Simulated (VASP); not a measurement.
Input of a VASP 6.6.1 run:

Contents of INCAR:

```
PREC     = Accurate       # precision mode
ENCUT    = 520            # plane-wave cutoff, eV
EDIFF    = 1E-7           # SCF threshold, eV
ISMEAR   = 0              # smearing method
SIGMA    = 0.15           # smearing width, eV
LREAL    = False          # projectors in reciprocal space
LASPH    = True           # aspherical terms in the spheres
NELM     = 80             # most SCF steps
ALGO     = Normal         # electronic algorithm
ISIF     = 2              # what is computed and relaxed
LWAVE    = False          # write WAVECAR
LCHARG   = True           # write CHGCAR
GGA      = PS             # functional
LELF     = True           # ELF
LVHAR    = True         
NBANDS   = 12             # bands
```

The input KPOINTS:

```
regular mesh
0
Gamma
  20 20 20
```

POSCAR

```
Ti
1.0
    0.0000000000      1.9488000000      2.0300000000
    1.9488000000      0.0000000000      2.0300000000
    1.9488000000      1.9488000000      0.0000000000
Ti
1
Direct
    0.0000000000      0.0000000000      0.0000000000
```

Potentials or basis: VASP PAW PBE potentials, release 64 (Ti_sv).

The run is started by

```bash
$ cat potpaw_PBE.64/Ti_sv/POTCAR > POTCAR
$ mpirun -np 1 vasp_std > vasp.out
```

(1) What does it give for the band gap on the k mesh?

(2) What does it give for the pressure?

Answers

(1) zero (band 6 reaches 10.23 eV, above the bottom of band 7 at 8.85 eV).

(2) 9.9 GPa.

Caveat: the cell differs from its parent crystal (strain -0.040 along x and y, +0.000 along z); the PAW data sets were made with another functional, which shifts forces and pressure a little.
